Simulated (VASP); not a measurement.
Here is a VASP 6.6.1 calculation.

The input INCAR:

```
SYSTEM = Si
ALGO     = Normal         ! electronic algorithm
EDIFF    = 1E-7           ! SCF threshold, eV
ENCUT    = 520            ! plane-wave cutoff, eV
GGA      = PS             ! functional
ISIF     = 2              ! what is computed and relaxed
ISMEAR   = 0              ! smearing method
LASPH    = .TRUE.         ! aspherical terms in the spheres
LCHARG   = .FALSE.        ! write CHGCAR
LREAL    = .FALSE.        ! projectors in reciprocal space
LWAVE    = .FALSE.        ! write WAVECAR
NBANDS   = 26             ! bands
NELM     = 80             ! most SCF steps
PREC     = Accurate       ! precision mode
SIGMA    = 0.15           ! smearing width, eV
```

File KPOINTS:

```
k-points
0
G
  10 10 10
  0 0 0
```

The input POSCAR:

```
Si
1.0
   -3.3584249065      3.3584249065      3.4403704743
    3.3584249065     -3.3584249065      3.4403704743
    3.3584249065      3.3584249065     -3.4403704743
Si
8
Direct
    0.2047947401      0.2047947401      0.2047947401
    0.5000000000      0.0000000000      0.2952052599
    0.2952052599      0.5000000000      0.0000000000
    0.0000000000      0.2952052599      0.5000000000
    0.7952052599      0.7952052599      0.7952052599
    0.5000000000      0.0000000000      0.7047947401
    0.7047947401      0.5000000000      0.0000000000
    0.0000000000      0.7047947401      0.5000000000
```

Potentials or basis: VASP PAW PBE potentials, release 64 (Si).

Run with:

```bash
$ cat potpaw_PBE.64/Si/POTCAR > POTCAR
$ mpirun -np 1 vasp_std > vasp.out
```

Task: What does it give for the largest force?

Result: 0.319 eV/Å.

Task: Predict the pressure.

Result: -6.5 GPa.

Task: Estimate the band gap on the k mesh.

Result: Zero (bands 16 and 17 overlap by 0.21 eV).

Stress tensor (GPa, compression positive):
```
-5.46  0.00  0.00
 0.00 -5.44  0.00
 0.00  0.00 -8.63
```

Caveat: the cell stands under tension; semilocal functionals underestimate gaps, so a narrow gap can read as zero; the PAW data sets were made with another functional, which shifts forces and pressure a little.
